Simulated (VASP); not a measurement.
Here is a VASP 6.6.1 calculation.

File INCAR:

```
SYSTEM = WS2
PREC = Accurate
ENCUT = 520
EDIFF = 1E-7
ISMEAR = 0
SIGMA = 0.02
LREAL = .FALSE.
LASPH = .TRUE.
NELM = 100
ALGO = Normal
ISIF = 2
LWAVE = .FALSE.
LCHARG = .FALSE.
GGA = PS
NBANDS = 49
```

File KPOINTS:

```
regular mesh
0
G
  12 12 2
  0 0 0
```

The input POSCAR:

```
WS2
1.0
    3.1472785917      0.0000000000      0.0000000000
   -1.5736392959      2.7256232132      0.0000000000
    0.0000000000      0.0000000000     19.1549487067
W S
3 6
Direct
    0.6666666667      0.3333333333      0.3326615697
    0.3333333333      0.6666666667      0.6659949031
    0.0000000000      0.0000000000      0.9993282364
    0.3333333333      0.6666666667      0.2508537502
    0.6666666667      0.3333333333      0.0811180134
    0.0000000000      0.0000000000      0.5841870836
    0.3333333333      0.6666666667      0.4144513467
    0.6666666667      0.3333333333      0.9175204169
    0.0000000000      0.0000000000      0.7477846800
```

Potentials or basis: VASP PAW PBE potentials, release 64 (W_sv, S).

Command:

```sh
$ cat potpaw_PBE.64/W_sv/POTCAR potpaw_PBE.64/S/POTCAR > POTCAR
$ mpirun -np 1 vasp_std > vasp.out
```

**Question.** Predict the pressure.

**Answer.** 0.1 GPa.

**Question.** Predict the band gap on the k mesh.

**Answer.** 1.17 eV.

**Question.** What does it give for the largest force?

**Answer.** 0.022 eV/Å.

Forces in eV/Å, atoms in the order of the input:
```
W    0.000  0.000  0.000
W    0.000  0.000  0.000
W    0.000  0.000  0.000
S    0.000  0.000 -0.021
S    0.000  0.000  0.022
S    0.000  0.000 -0.021
S    0.000  0.000  0.022
S    0.000  0.000 -0.021
S    0.000  0.000  0.022
```

Caveat: the PAW data sets were made with another functional, which shifts forces and pressure a little; spin-orbit coupling is left out, which moves the levels of the heavy elements; this functional lacks dispersion, which binds layers or chains, so the pressure and a relaxed spacing across them are unreliable. A k mesh can miss the band edges.
